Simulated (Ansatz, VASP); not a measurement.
Given: the input of a run of Ansatz 0.2.0 on Ga.

Contents of input.yaml:

```yaml
crystal:
  lattice:
    - [2.71648, 0.0, 0.0]
    - [0.0, 2.71648, 0.0]
    - [0.0, 0.0, 2.71648]
  atoms:
    - { symbol: Ga, position: [0.0, 0.0, 0.0] }
hamiltonian:
  xc: blyp
  pseudopotentials: { kind: paw }
  dispersion: d4
kpoints:
  mp_grid: { grid: [10, 10, 10] }
scf:
  occupations: { method: fermi_dirac, width: 0.05 }
output:
  forces: true
  stress: true
  eigenvalues: true
relax:
  f_tol: 0.01
  max_steps: 40
  cell: { stress_tol: 0.05 }
```

Potentials or basis: Ansatz PAW.

Run with:

```bash
$ ansatz run input.yaml --threads 2 --pin off --max-ram 5632MiB --backend cpu --events-out ev --progress --plain --runs-dir out
```

**Question.** Set up the same calculation for VASP 6.6.1. Potentials there: VASP PAW PBE potentials, release 64 (Ga_d).

**Answer.** As run (the cutoff follows the program's own potentials):

Contents of INCAR:

```
SYSTEM = Ga
PREC = Accurate
ENCUT = 600
EDIFF = 1E-7
ISMEAR = -1
SIGMA = 0.05
LREAL = .FALSE.
LASPH = .TRUE.
NELM = 80
ALGO = Normal
ISIF = 3
LWAVE = .FALSE.
LCHARG = .FALSE.
GGA = B5
ALDAX = 1.0
AGGAX = 1.0
AGGAC = 1.0
ALDAC = 0.0
IVDW = 13
VDW_S6 = 1.0
VDW_S8 = 2.34076671
VDW_A1 = 0.44488865
VDW_A2 = 4.0933009
IBRION = 2
NSW = 60
EDIFFG = -0.01
```

Contents of KPOINTS:

```
regular mesh
0
G
  10 10 10
  0 0 0
```

File POSCAR:

```
Ga
1.0
    2.7164800000      0.0000000000      0.0000000000
    0.0000000000      2.7164800000      0.0000000000
    0.0000000000      0.0000000000      2.7164800000
Ga
1
Direct
    0.0000000000      0.0000000000      0.0000000000
```

Potentials or basis: VASP PAW PBE potentials, release 64 (Ga_d).

Run with:

```bash
$ cat potpaw_PBE.64/Ga_d/POTCAR > POTCAR
$ mpirun -np 1 vasp_std > vasp.out
```

Both were run:

|  | VASP | Ansatz | Ansatz less VASP |
| --- | --- | --- | --- |
| gap on the k mesh at the Fermi level, each at its own relaxed structure (eV) | none | none | - |
| relaxed volume (Å³/atom) | 19.34 | 19.38 | +0.038 |
| relaxed cell length with the largest relative difference (Å) | 2.684 | 2.686 | +0.0017 |

VASP's potentials were made for PBE, not for BLYP. A gap of «none» marks a metal or a gap that the smearing closes.

Noted on Ansatz's run: the plane-wave basis is chosen anew once the cell has moved, so the energies of steps on either side of that aren't comparable.
